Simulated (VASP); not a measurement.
# Sc (Im-3m) in VASP: further runs, part 2 of 2

VASP 6.6.1. Earlier steps stand in the parts before.

## 3. Relaxation of cell and atoms, PBEsol, target pressure 45 GPa, at which the enthalpy is minimised

INCAR reads:

```
PREC = Accurate
ENCUT = 500
EDIFF = 1E-7
ISMEAR = -1
SIGMA = 0.05
LREAL = F
LASPH = T
NELM = 120
ALGO = Normal
ISIF = 3
LWAVE = F
LCHARG = F
GGA = PS
IBRION = 2
NSW = 80
EDIFFG = -0.02
PSTRESS = 450.0
GGA_COMPAT = F
NELMIN = 4
```

KPOINTS reads:

```
Automatic mesh
0
Gamma
  7 7 7
```

POSCAR reads:

```
Sc
1.0
   -1.8400000000      1.8400000000      1.8400000000
    1.8400000000     -1.8400000000      1.8400000000
    1.8400000000      1.8400000000     -1.8400000000
Sc
1
Direct
    0.0000000000      0.0000000000      0.0000000000
```

Potentials or basis: VASP PAW PBE potentials, release 64 (Sc_sv).

Command:

```
> cat potpaw_PBE.64/Sc_sv/POTCAR > POTCAR
> mpirun -np 1 vasp_std > vasp.out
```

OUTCAR:

```text
PREC = Accurate
   ENCUT = 500
   EDIFF = 1E-7
   ISMEAR = -1
   LREAL = F
   LASPH = T
   NELM = 120
   ISIF = 3
   GGA = PS
   IBRION = 2
   NSW = 80
   EDIFFG = -0.02
   PSTRESS = 450.0
   NELMIN = 4

 ion  position               nearest neighbor table
   1  0.000  0.000  0.000-

  LATTYP: Found a body centered cubic cell.
 ALAT       =     3.6800000000

  Lattice vectors:

 A1 = (  -1.8400000000,   1.8400000000,   1.8400000000)
 A2 = (   1.8400000000,  -1.8400000000,   1.8400000000)
 A3 = (   1.8400000000,   1.8400000000,  -1.8400000000)

Analysis of symmetry for initial positions (statically):
=====================================================================
 Subroutine PRICEL returns:
 Original cell was already a primitive cell.

 Routine SETGRP: Setting up the symmetry group for a
 body centered cubic supercell.

 Subroutine GETGRP returns: Found 48 space group operations
 (whereof 48 operations were pure point group operations)
 out of a pool of 48 trial point group operations.

The static configuration has the point symmetry O_h .

Analysis of symmetry for dynamics (positions and initial velocities):
=====================================================================
 Subroutine PRICEL returns:
 Original cell was already a primitive cell.

 Routine SETGRP: Setting up the symmetry group for a
 body centered cubic supercell.

 Subroutine GETGRP returns: Found 48 space group operations
 (whereof 48 operations were pure point group operations)
 out of a pool of 48 trial point group operations.

The dynamic configuration has the point symmetry O_h .

 Subroutine INISYM returns: Found 48 space group operations
 (whereof 48 operations are pure point group operations),
 and found     1 'primitive' translations

----------------------------------------------------------------------------------------

                                     Primitive cell

  volume of cell :      24.9180
[... 68 lines left out ...]
   dimension x,y,z NGXF=    48 NGYF=   48 NGZF=   48
   ions per type =               1
   NGX,Y,Z   is equivalent  to a cutoff of  12.52, 12.52, 12.52 a.u.
   NGXF,Y,Z  is equivalent  to a cutoff of  25.04, 25.04, 25.04 a.u.
 SYSTEM =  unknown system
   PREC   = accura    normal or accurate (medium, high low for compatibility)
   ISTART =      0    job   : 0-new  1-cont  2-samecut
   ICHARG =      2    charge: 1-file 2-atom 10-const
   ISPIN  =      1    spin polarized calculation?
   LNONCOLLINEAR =      F non collinear calculations
   LSORBIT =      F    spin-orbit coupling
   LASPH  =      T    aspherical Exc in radial PAW
   ENCUT  =  500.0 eV  36.75 Ry    6.06 a.u.   5.81  5.81  5.81*2*pi/ulx,y,z
   NELM   =    120;   NELMIN=  4; NELMDL= -5     # of ELM steps
   EDIFF  = 0.1E-06   stopping-criterion for ELM
   LREAL  =      F    real-space projection
   EDIFFG = -.2E-01   stopping-criterion for IOM
   NSW    =     80    number of steps for IOM
   IBRION =      2    ionic relax: 0-MD 1-quasi-New 2-CG
   NFREE  =      1    steps in history (QN), initial steepest desc. (CG)
   ISIF   =      3    stress and relaxation
   ISYM   =      2    0-nonsym 1-usesym 2-fastsym
   POTIM  = 0.5000    time-step for ionic-motion
   TEBEG  =    0.0;   TEEND  =   0.0 temperature during run
   PSTRESS=  450.0 pullay stress
   NELECT =      11.0000    total number of electrons
   NUPDOWN=      -1.0000    fix difference up-down
   EMIN   =  10.00;   EMAX   =-10.00  energy-range for DOS
   EFERMI =   0.00;   METHOD = LEGACY
   ISMEAR =    -1;   SIGMA  =   0.05  broadening in eV -4-tet -1-fermi 0-gaus
   EFERMI_NEDOS =   21; number of points for ismear=-14 and -15
   IALGO  =     38    algorithm
   IMIX   =      4    mixing-type and parameters
     AMIX     =   0.40;   BMIX     =  1.00
     AMIX_MAG =   1.60;   BMIX_MAG =  1.00
  volume/ion in A,a.u.               =      24.92       168.16
  Fermi-wavevector in a.u.,A,eV,Ry     =   1.246526  2.355592 21.141091  1.553826
  Thomas-Fermi vector in A             =   2.380699
   LORBIT       =      0    0 simple, 1 ext, 2 COOP (PROOUT), +10 PAW based schemes
   GGA     = PS    functional components
   LHFCALC =     F    Hartree Fock is set to
   AEXX    =    0.0000 exact exchange contribution
   IVDW    =     0    specifies the selected vdW correction
   LEPSILON=     F    determine dielectric tensor
   LRPA    =     F    only Hartree local field effects (RPA)
 conjugate gradient relaxation of ions
 non-spin polarized calculation
  energy-cutoff  :      500.00
  volume of cell :       24.92
 maximum number of plane-waves:       643
   NGX = 11   NGY = 11   NGZ = 11

--------------------------------------- Ionic step        1  -------------------------------------------

 number of electron      11.0000001 magnetization

 Free energy of the ion-electron system (eV)
  ---------------------------------------------------
  ext. energy  EPLUGINS =         0.00000000
  ---------------------------------------------------
  free energy    TOTEN  =        -6.49589331 eV

  energy without entropy =       -6.47298036  energy(sigma->0) =       -6.48443684

 E-fermi :   3.6368     XC(G=0):  -9.9494

 val. band max:        3.6335067190   @ k =  -0.4286   0.4286   0.1429
 cond. band min:       3.7679576324   @ k =  -0.2857   0.2857   0.2857
 fundamental gap:      0.1344509134
 Fermi energy:         3.6367715604
[... 632 lines left out ...]
--------------------------------------- Ionic step        5  -------------------------------------------

 number of electron      11.0000000 magnetization

 Free energy of the ion-electron system (eV)
  ---------------------------------------------------
  ext. energy  EPLUGINS =         0.00000000
  ---------------------------------------------------
  free energy    TOTEN  =        -5.59818834 eV

  energy without entropy =       -5.58426247  energy(sigma->0) =       -5.59122541

 E-fermi :   6.9702     XC(G=0): -12.1142

 val. band max:        6.9571457580   @ k =   0.4286   0.0000   0.0000
 cond. band min:       7.0289886723   @ k =   0.1429   0.1429   0.1429
 fundamental gap:      0.0718429144
 Fermi energy:         6.9702371336
[... 270 lines left out ...]
  energy  without entropy=       -5.5842624730  energy(sigma->0) =       -5.59122541

  enthalpy is  TOTEN    =        -1.2825137560 eV   P V=        4.3156745847

 reached required accuracy - stopping structural energy minimisation
```

OSZICAR:

```text
N       E                     dE             d eps       ncg     rms          rms(c)
DAV:   1     0.743026610563E+02    0.74303E+02   -0.53815E+03   360   0.118E+03
DAV:   2    -0.569952902274E+01   -0.80002E+02   -0.79548E+02   368   0.342E+02
DAV:   3    -0.733576201929E+01   -0.16362E+01   -0.15986E+01   512   0.611E+01
[... 50 lines left out ...]
DAV:   4    -0.559818642584E+01   -0.10151E-04   -0.50970E-04   384   0.294E-01    0.156E-02
DAV:   5    -0.559819045172E+01   -0.40259E-05   -0.33781E-05   530   0.887E-02    0.745E-03
DAV:   6    -0.559818802556E+01    0.24262E-05   -0.34890E-06   520   0.316E-02    0.288E-03
DAV:   7    -0.559818833326E+01   -0.30770E-06   -0.68173E-07   507   0.141E-02    0.183E-04
DAV:   8    -0.559818834070E+01   -0.74342E-08   -0.20773E-09   181   0.957E-04
   5 F= -.12825138E+01 E0= -.12755508E+01  d E =-.178529E+01
```

CONTCAR:

```text
Sc
   1.00000000000000
    -1.5661340161408990    1.5661340161408990    1.5661340161408990
     1.5661340161408990   -1.5661340161408990    1.5661340161408990
     1.5661340161408990    1.5661340161408990   -1.5661340161408990
  Sc
     1
Direct
     0.0000000000000000    0.0000000000000000    0.0000000000000000

  0.00000000E+00  0.00000000E+00  0.00000000E+00
```

It took 9.7 s on 1 thread of Intel Xeon 6975P-C (Granite Rapids), shared host; peak memory 0.15 GiB.

What came out:

| Quantity | Value |
| --- | --- |
| Free energy | -5.5982 eV |
| Relaxed volume | 15.37 Å³/atom |
| Relaxed cell | a = 2.713 Å, b = 2.713 Å, c = 2.713 Å, α = 109.47°, β = 109.47°, γ = 109.47° |
| Space group after relaxing (to 0.1 Å) | Im-3m (No. 229) |
| Energy change on relaxing (the run minimises the enthalpy) | +897.7 meV/atom |
| Ionic steps | 5 |
| Pressure after relaxing | 45.1 GPa |
| Band gap on the k mesh | zero (an odd number of electrons rules out a gap without spin polarisation) |

The path:
| step | energy change (eV) | largest force (eV/Å) | pressure (GPa) | volume (Å³) |
| --- | --- | --- | --- | --- |
| 1 | 0.0000 | 0.0000 | -2.30 | 24.92 |
| 2 | 9.2298 | 0.0000 | 452.04 | 6.69 |
| 3 | 0.5938 | 0.0000 | 33.62 | 16.61 |
| 4 | 0.7866 | 0.0000 | 40.88 | 15.78 |
| 5 | 0.8977 | 0.0000 | 45.11 | 15.37 |

Final structure:
```
CELL_PARAMETERS angstrom
-1.56613 1.56613 1.56613
1.56613 -1.56613 1.56613
1.56613 1.56613 -1.56613
ATOMIC_POSITIONS crystal
Sc 0.00000 0.00000 0.00000
```

Caveat: the cell is relaxed towards a set pressure, so the run minimises the enthalpy, not the energy; the volume moved by over 15 % at a fixed basis, so the end points are rough; the PAW data sets were made with another functional, which shifts forces and pressure a little.
